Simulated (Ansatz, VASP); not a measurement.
## HfN: VASP and Ansatz over several settings

```xyz
2
Lattice="0.0000 2.4383 2.4383 2.4383 0.0000 2.4383 2.4383 2.4383 0.0000" Properties=species:S:1:pos:R:3 pbc="T T T"
Hf    0.0000    0.0000    0.0000
N     1.2192    1.2192    1.2192
```

Single points on this cell with VASP 6.6.1 and Ansatz 0.2.0. Each row is one pair of runs. Alike in all rows: spin: off; smearing: fermi-dirac, width 0.05 eV.

```tsv
level	k mesh	VASP's potentials, cutoff	Ansatz's potentials, cutoff	gap on the k mesh at the Fermi level (eV), VASP	gap on the k mesh at the Fermi level (eV), Ansatz	pressure (GPa), VASP	pressure (GPa), Ansatz
LDA	9 × 9 × 9	VASP PAW LDA potentials, release 64 (Hf_pv, N), 520 eV	Ansatz PAW, 420 eV	none	none	-6.3	-6.0
r2SCAN	9 × 9 × 9	VASP PAW PBE potentials, release 64 (Hf_pv, N), 520 eV	Ansatz PAW, 500 eV	none	none	0.5	1.8
PBE0	6 × 6 × 6	VASP PAW PBE potentials, release 64 (Hf_pv, N), 520 eV	Ansatz PAW, 420 eV	none	none	-0.7	2.2
```

Pressure (GPa): the two programs differ by at most 2.83.

VASP's potentials hold 15 valence electrons a cell and Ansatz's 31, so a difference there can come from the potentials and not from the codes.

A gap of «none» marks a metal or a gap that the smearing closes.

The k mesh is coarse in some rows, so the values compare programs but aren't converged. Neither program's run includes spin-orbit coupling.
